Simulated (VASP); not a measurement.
Bi2Te3: single point with PBE

Crystal: Bi2Te3.

```
Bi Te
1.0
     2.30265    1.32944   10.67395
    -2.30265    1.32944   10.67395
     0.00000   -2.65887   10.67395
Bi Te
2 3
Direct
  0.40000 0.40000 0.40000
  0.60000 0.60000 0.60000
  0.00000 0.00000 0.00000
  0.20950 0.20950 0.20950
  0.79050 0.79050 0.79050
```

This cell differs from its parent crystal: strain +0.050 along x and y, +0.050 along z.

```json
{"Program": "VASP 6.6.1", "Task": "single point", "Functional": "PBE", "Potentials or basis": "VASP PAW PBE potentials, release 64 (Bi_d, Te)", "Cutoff": "520 eV", "k mesh": "12 × 12 × 12", "Occupations": "gaussian, width 0.03 eV", "Spin": "no spin polarisation", "Dipole correction": "no", "Further INCAR settings": "ALGO = Normal; EDIFF = 1e-06; NBANDS = 32"}
```

```json
{
  "Pressure": "-4.0 GPa",
  "Largest force": "0.791 eV/Å",
  "Band gap on the k mesh": "0.34 eV"
}
```

Forces on the atoms (eV/Å):
```
Bi   0.000  0.000  0.337
Bi   0.000  0.000 -0.337
Te   0.000  0.000  0.000
Te   0.000  0.000  0.791
Te   0.000  0.000 -0.791
```

Stress tensor (GPa, compression positive):
```
-3.82  0.00  0.00
 0.00 -3.82  0.00
 0.00  0.00 -4.31
```

Levels at points of the mesh, in eV from the valence-band top:
```
           k point  band 21  band 22  band 23  band 24  band 25  band 26  band 27  band 28
(0.00, 0.00, 0.00)    -1.27    -0.53    -0.53     0.00     0.34     0.85     0.85     1.98
(0.50, 0.00, 0.00)    -2.24    -1.80    -0.58    -0.35     0.70     1.20     2.49     2.83
(0.50, 0.50, 0.00)    -1.55    -1.46    -1.07    -0.66     1.05     1.59     1.95     2.45
(0.50, 0.50, 0.50)    -1.02    -0.76    -0.76    -0.40     0.90     1.22     1.22     1.64
```

Run time: 2.7 h on 1 thread of Oxide Virtual Turin-like Processor, with other jobs on the host, peak memory 1.7 GiB.

Caveat: the cell differs from its parent crystal (strain +0.050 along x and y, +0.050 along z); the cell stands under tension; spin-orbit coupling is left out, which moves the levels of the heavy elements. A k mesh can miss the band edges.
